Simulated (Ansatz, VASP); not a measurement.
## Two plane-wave programs on Au

INCAR

```
SYSTEM = Au
  PREC = Accurate
  ENCUT = 400
  EDIFF = 1E-8
  ISMEAR = -1
  SIGMA = 0.03
  LREAL = .False.
  LASPH = .True.
  NELM = 120
  ALGO = Normal
  ISIF = 2
  LWAVE = .False.
  LCHARG = .False.
  GGA = PS
  LEFG = .True.
  NBANDS = 26
  GGA_COMPAT = .False.
```

File KPOINTS:

```
Automatic mesh
0
Gamma
  14 14 8
  0 0 0
```

The input POSCAR:

```
Au
1.0
    2.8407981581      0.0000000000      0.0000000000
   -1.4203990791      2.4602033720      0.0000000000
    0.0000000000      0.0000000000      4.7803802105
Au
2
Direct
    0.3333333333      0.6666666667      0.7500000000
    0.6666666667      0.3333333333      0.2500000000
```

Input for Ansatz:

```yaml
crystal:
  lattice:
    - [2.8407981581, 0.0, 0.0]
    - [-1.4203990791, 2.460203372, 0.0]
    - [0.0, 0.0, 4.7803802105]
  atoms:
    - { symbol: Au, position: [0.3333333333, 0.6666666667, 0.75] }
    - { symbol: Au, position: [0.6666666667, 0.3333333333, 0.25] }
kpoints:
  mp_grid: { grid: [14, 14, 8] }
scf:
  occupations: { method: fermi_dirac, width: 0.03 }
hamiltonian:
  xc: pbesol
  pseudopotentials: { kind: paw }
output:
  forces: true
  stress: true
  eigenvalues: true
  efg: { contact_densities: true }
```

Change from the starting cell: volume scaled by 0.94, PAW files.

Alike in both runs: task electric field gradients; functional PBEsol; k mesh 14 × 14 × 8; occupations fermi-dirac, width 0.03 eV; no spin polarisation.

```csv
,VASP,Ansatz
version,VASP 6.6.1,Ansatz 0.2.0
potentials or method,"VASP PAW PBE potentials, release 64 (Au_sv_GW)","PAW with Ansatz's default frozen-core files, scalar-relativistic"
plane-wave cutoff (eV),400,420
valence electrons in the cell,38,38
```

```tsv
	VASP	Ansatz	Ansatz less VASP
size of Vzz on the site where it differs most (V/Å²)	23.1	17.4	-5.65
```

VASP's potentials were made for PBE, not for PBEsol. The functional is the same, so the differences come from potentials, cutoffs and numerics.

Neither program's run includes spin-orbit coupling.
